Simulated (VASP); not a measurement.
# CrCuO2 (R-3m) in VASP: single point with PBE

Aim: the single point of CrCuO2 with PBE.

Program: VASP 6.6.1. These are calculated values, not measurements. Logs are shortened: lines on timing, memory, paths and dates and some standing lists are left out, and cuts for length are marked.

## 1. The cell of the first run

Symmetry: R-3m, No. 166, trigonal system. Conventional cell: a = 3.012 Å, b = 3.012 Å, c = 17.113 Å, α = 90.00°, β = 90.00°, γ = 120.00°. Cr (site symmetry -3m) has 6 O at 2.00 Å within 2.7 Å. Within 2.5 Å of Cu (site symmetry -3m) lie 2 O at 1.86 Å. Within 2.5 Å of O (site symmetry 3m) lie 1 Cu at 1.86 Å and 3 Cr at 2.00 Å.

## 2. Single point, PBE, collinear spin, ferrimagnetic start

File INCAR:

```
SYSTEM = CrCuO2
ALGO = Normal
EDIFF = 1E-6
ENCUT = 600
GGA = PE
GGA_COMPAT = .FALSE.
ISIF = 2
ISMEAR = 0
ISPIN = 2
KPAR = 4
LASPH = .TRUE.
LCHARG = .FALSE.
LMAXMIX = 4
LORBIT = 11
LREAL = .FALSE.
LWAVE = .FALSE.
MAGMOM = 4 -1 0 0
NBANDS = 30
NELM = 200
PREC = Accurate
SIGMA = 0.05
```

File KPOINTS:

```
k-points
0
G
  14 14 14
  0 0 0
```

File POSCAR:

```
CrCuO2
1.0
    1.5062101120      0.8696108136      5.7041720337
   -1.5062101120      0.8696108136      5.7041720337
    0.0000000000     -1.7392216272      5.7041720337
Cr Cu O
1 1 2
Direct
    0.5000000000      0.5000000000      0.5000000000
    0.0000000000      0.0000000000      0.0000000000
    0.1084322904      0.1084322904      0.1084322904
    0.8915677096      0.8915677096      0.8915677096
```

Potentials or basis: VASP PAW PBE potentials, release 64 (Cr_pv, Cu, O).

On the command line:

```
> cat potpaw_PBE.64/Cr_pv/POTCAR potpaw_PBE.64/Cu/POTCAR potpaw_PBE.64/O/POTCAR > POTCAR
> mpirun -np 4 vasp_std > vasp.out
```

OUTCAR:

```text
SYSTEM = CrCuO2
   EDIFF = 1E-6
   ENCUT = 600
   GGA = PE
   ISIF = 2
   ISMEAR = 0
   ISPIN = 2
   LASPH = .TRUE.
   LORBIT = 11
   LREAL = .FALSE.
   NELM = 200
   PREC = Accurate

 ion  position               nearest neighbor table
   1  0.500  0.500  0.500-   3 2.00   4 2.00   3 2.00   3 2.00   4 2.00   4 2.00
   2  0.000  0.000  0.000-   3 1.86   4 1.86
   3  0.108  0.108  0.108-   2 1.86   1 2.00   1 2.00   1 2.00
   4  0.892  0.892  0.892-   2 1.86   1 2.00   1 2.00   1 2.00

  LATTYP: Found a trigonal (rhomboedric) cell.
 ALAT       =     5.9634277441
 COS(alpha) =     0.8724121878

  Lattice vectors:

 A1 = (   1.5062101120,   0.8696108136,   5.7041720337)
 A2 = (  -1.5062101120,   0.8696108136,   5.7041720337)
 A3 = (   0.0000000000,  -1.7392216272,   5.7041720337)

Analysis of symmetry for initial positions (statically):
=====================================================================
 Subroutine PRICEL returns:
 Original cell was already a primitive cell.

 Routine SETGRP: Setting up the symmetry group for a
 trigonal (rhombohedral) supercell.

 Subroutine GETGRP returns: Found 12 space group operations
 (whereof 12 operations were pure point group operations)
 out of a pool of 12 trial point group operations.

The static configuration has the point symmetry D_3d.

Analysis of symmetry for dynamics (positions and initial velocities):
=====================================================================
 Subroutine PRICEL returns:
 Original cell was already a primitive cell.

 Routine SETGRP: Setting up the symmetry group for a
 trigonal (rhombohedral) supercell.

 Subroutine GETGRP returns: Found 12 space group operations
 (whereof 12 operations were pure point group operations)
 out of a pool of 12 trial point group operations.

The dynamic configuration has the point symmetry D_3d.

Analysis of structural, dynamic, and magnetic symmetry:
=====================================================================
 Subroutine PRICEL returns:
 Original cell was already a primitive cell.

 Routine SETGRP: Setting up the symmetry group for a
 trigonal (rhombohedral) supercell.

 Subroutine GETGRP returns: Found 12 space group operations
 (whereof 12 operations were pure point group operations)
 out of a pool of 12 trial point group operations.

The overall configuration has the point symmetry D_3d.

 Subroutine INISYM returns: Found 12 space group operations
 (whereof 12 operations are pure point group operations),
 and found     1 'primitive' translations

----------------------------------------------------------------------------------------

                                     Primitive cell

  volume of cell :      44.8285

  direct lattice vectors                    reciprocal lattice vectors
     1.506210112  0.869610814  5.704172034     0.331958998  0.191656617  0.058436760
    -1.506210112  0.869610814  5.704172034    -0.331958998  0.191656617  0.058436760
     0.000000000 -1.739221627  5.704172034     0.000000000 -0.383313234  0.058436760

  length of vectors
     5.963427744  5.963427744  5.963427744     0.387742041  0.387742041  0.387742041

  position of ions in fractional coordinates (direct lattice)
     0.500000000  0.500000000  0.500000000
     0.000000000  0.000000000  0.000000000
     0.108432290  0.108432290  0.108432290
     0.891567710  0.891567710  0.891567710

  ion indices of the primitive-cell ions
   primitive index   ion index
                 1           1
                 2           2
                 3           3
                 4           4

----------------------------------------------------------------------------------------

 KPOINTS: k-points

Automatic generation of k-mesh.
 Grid dimensions read from file:
 generate k-points for:   14   14   14

 Generating k-lattice:

  Cartesian coordinates                     Fractional coordinates (reciprocal lattice)
     0.023711357  0.013689758  0.004174054     0.071428571  0.000000000  0.000000000
    -0.023711357  0.013689758  0.004174054     0.000000000  0.071428571  0.000000000
     0.000000000 -0.027379517  0.004174054     0.000000000  0.000000000  0.071428571

  Length of vectors
     0.027695860  0.027695860  0.027695860

  Shift w.r.t. Gamma in fractional coordinates (k-lattice)
     0.000000000  0.000000000  0.000000000

 Subroutine IBZKPT returns following result:
 ===========================================

 Found    288 irreducible k-points:

 Following reciprocal coordinates:
            Coordinates               Weight
  0.000000  0.000000  0.000000      1.000000
  0.071429  0.000000 -0.000000      6.000000
  0.142857 -0.000000  0.000000      6.000000
  0.214286 -0.000000 -0.000000      6.000000
  0.285714 -0.000000 -0.000000      6.000000
  0.357143 -0.000000 -0.000000      6.000000
[... 16 lines left out ...]
  0.214286  0.142857  0.000000     12.000000
  0.285714  0.142857 -0.000000     12.000000
 [... further k-points ...]
   k-points           NKPTS =    288   k-points in BZ     NKDIM =    288   number of bands    NBANDS=     30
   number of dos      NEDOS =    301   number of ions     NIONS =      4
   total plane-waves  NPLWV = 110592
   dimension x,y,z NGX =    48 NGY =   48 NGZ =   48
   dimension x,y,z NGXF=    96 NGYF=   96 NGZF=   96
   ions per type =               1   1   2
   NGX,Y,Z   is equivalent  to a cutoff of  13.38, 13.38, 13.38 a.u.
   NGXF,Y,Z  is equivalent  to a cutoff of  26.76, 26.76, 26.76 a.u.
 SYSTEM =  CrCuO2
   PREC   = accura    normal or accurate (medium, high low for compatibility)
   ISTART =      0    job   : 0-new  1-cont  2-samecut
   ICHARG =      2    charge: 1-file 2-atom 10-const
   ISPIN  =      2    spin polarized calculation?
   LNONCOLLINEAR =      F non collinear calculations
   LSORBIT =      F    spin-orbit coupling
   LASPH  =      T    aspherical Exc in radial PAW
   ENCUT  =  600.0 eV  44.10 Ry    6.64 a.u.  11.91 11.91 11.91*2*pi/ulx,y,z
   NELM   =    200;   NELMIN=  2; NELMDL= -5     # of ELM steps
   EDIFF  = 0.1E-05   stopping-criterion for ELM
   LREAL  =      F    real-space projection
   EDIFFG = 0.1E-04   stopping-criterion for IOM
   NSW    =      0    number of steps for IOM
   IBRION =     -1    ionic relax: 0-MD 1-quasi-New 2-CG
   NFREE  =      0    steps in history (QN), initial steepest desc. (CG)
   ISIF   =      2    stress and relaxation
   ISYM   =      2    0-nonsym 1-usesym 2-fastsym
   POTIM  = 0.5000    time-step for ionic-motion
   TEBEG  =    0.0;   TEEND  =   0.0 temperature during run
   PSTRESS=    0.0 pullay stress
   NELECT =      35.0000    total number of electrons
   NUPDOWN=      -1.0000    fix difference up-down
   EMIN   =  10.00;   EMAX   =-10.00  energy-range for DOS
   EFERMI =   0.00;   METHOD = LEGACY
   ISMEAR =     0;   SIGMA  =   0.05  broadening in eV -4-tet -1-fermi 0-gaus
   EFERMI_NEDOS =   21; number of points for ismear=-14 and -15
   IALGO  =     38    algorithm
   IMIX   =      4    mixing-type and parameters
     AMIX     =   0.40;   BMIX     =  1.00
     AMIX_MAG =   1.60;   BMIX_MAG =  1.00
  volume/ion in A,a.u.               =      11.21        75.63
  Fermi-wavevector in a.u.,A,eV,Ry     =   1.507461  2.848688 30.918402  2.272438
  Thomas-Fermi vector in A             =   2.618044
   LORBIT       =     11    0 simple, 1 ext, 2 COOP (PROOUT), +10 PAW based schemes
   GGA     = PE    functional components
   LHFCALC =     F    Hartree Fock is set to
   AEXX    =    0.0000 exact exchange contribution
   IVDW    =     0    specifies the selected vdW correction
   LEPSILON=     F    determine dielectric tensor
   LRPA    =     F    only Hartree local field effects (RPA)
 spin polarized calculation
 Gauss-broadening in eV      SIGMA  =   0.05
  energy-cutoff  :      600.00
  volume of cell :       44.83
 maximum number of plane-waves:      1520
   NGX = 23   NGY = 23   NGZ = 23

 number of electron      34.9999995 magnetization       3.0000001

 Free energy of the ion-electron system (eV)
  ---------------------------------------------------
  ext. energy  EPLUGINS =         0.00000000
  ---------------------------------------------------
  free energy    TOTEN  =       -28.90853829 eV

  energy without entropy =      -28.90853829  energy(sigma->0) =      -28.90853829

 E-fermi :   6.0282     XC(G=0): -11.4433

 val. band max:        5.7343534602   @ k =  -0.3571   0.3571   0.0000
 cond. band min:       6.8372646678   @ k =   0.4286   0.4286   0.1429
 fundamental gap:      1.1029112076
 Fermi energy:         6.0282424056

 spin component 1

 k-point     1 :       0.0000    0.0000    0.0000
  band No.  band energies     occupation
      1     -38.6147      1.00000
      2     -38.5655      1.00000
      3     -38.5655      1.00000
      4     -14.3747      1.00000
      5     -12.8913      1.00000
      6      -2.3044      1.00000
[... 757 lines left out ...]
     28      19.4051      0.00000
     29      19.8471      0.00000

 [... further k-points ...]

 spin component 2

 k-point     1 :       0.0000    0.0000    0.0000
  band No.  band energies     occupation
      1     -35.6654      1.00000
      2     -35.6654      1.00000
      3     -35.6274      1.00000
      4     -14.2956      1.00000
      5     -12.8583      1.00000
      6      -1.9660      1.00000
[... 757 lines left out ...]
     28      20.2007      0.00000
     29      20.4515      0.00000

 [... further k-points ...]

 [bands above 29 left out]

------------------------ aborting loop because EDIFF is reached ----------------------------------------

  FORCE on cell =-STRESS in cart. coord.  units (eV):
  Direction    XX          YY          ZZ          XY          YZ          ZX
  --------------------------------------------------------------------------------------
  -------------------------------------------------------------------------------------
  Total        0.0712410      0.0712410      0.2982007      0.0000000     -0.0000000      0.0000000
  in kB        2.5461630      2.5461630     10.6577329      0.0000000     -0.0000000      0.0000000
  external PRESSURE =       5.2500196 kB  Pullay stress =       0.0000000 kB

 VOLUME and BASIS-vectors are now :
 -----------------------------------------------------------------------------
  energy-cutoff  :      600.00
  volume of cell :       44.83
      direct lattice vectors                 reciprocal lattice vectors
     1.506210112  0.869610814  5.704172034     0.331958998  0.191656617  0.058436760
    -1.506210112  0.869610814  5.704172034    -0.331958998  0.191656617  0.058436760
     0.000000000 -1.739221627  5.704172034     0.000000000 -0.383313234  0.058436760

 POSITION                                       TOTAL-FORCE (eV/Angst)
 -----------------------------------------------------------------------------------
      0.00000      0.00000      8.55626         0.000000     -0.000000      0.000000
      0.00000      0.00000      0.00000        -0.000000     -0.000000     -0.000000
      0.00000      0.00000      1.85555        -0.000000      0.000000      0.022802
      0.00000      0.00000     15.25697        -0.000000      0.000000     -0.022802
 -----------------------------------------------------------------------------------
    total drift:                               -0.000000     -0.000000      0.000000

  FREE ENERGIE OF THE ION-ELECTRON SYSTEM (eV)
  ---------------------------------------------------
  free  energy   TOTEN  =       -28.9085382935 eV

  energy  without entropy=      -28.9085382935  energy(sigma->0) =      -28.90853829

 total charge

# of ion       s       p       d       tot
------------------------------------------
    1        0.288   6.329   4.072  10.689
    2        0.424   0.305   9.216   9.945
    3        1.550   3.492   0.000   5.042
    4        1.550   3.492   0.000   5.042
--------------------------------------------------
tot          3.811  13.618  13.288  30.717

 magnetization (x)

# of ion       s       p       d       tot
------------------------------------------
    1        0.030   0.027   2.786   2.843
    2        0.018   0.008   0.001   0.028
    3       -0.001  -0.006   0.000  -0.007
    4       -0.001  -0.006   0.000  -0.007
--------------------------------------------------
tot          0.046   0.023   2.787   2.856
```

Run time: 5.8 min. Hardware: 4 MPI ranks of Intel Xeon 6975P-C (Granite Rapids), shared host; peak memory 0.97 GiB.

Results:

```yaml
Free_energy: -28.9085 eV
Pressure: 0.5 GPa
Largest_force: 0.023 eV/Å
Band_gap_on_the_k_mesh: 1.10 eV (least direct gap 1.30 eV)
Net_moment: 3.00 μB per cell
Site_moments: Cr +2.84; Cu +0.03; O -0.01 μB
Valence_electrons_inside_the_program's_atomic_spheres: Cr 10.69; Cu 9.95; O 5.04
```

Forces in eV/Å, atoms in the order of the input:
```
Cr   0.000  0.000  0.000
Cu   0.000  0.000  0.000
O    0.000  0.000  0.023
O    0.000  0.000 -0.023
```

Stress tensor (GPa, compression positive):
```
0.25 0.00 0.00
0.00 0.25 0.00
0.00 0.00 1.07
```

A k mesh can miss the band edges. As with any semilocal functional, this PBE gap is likely too small.
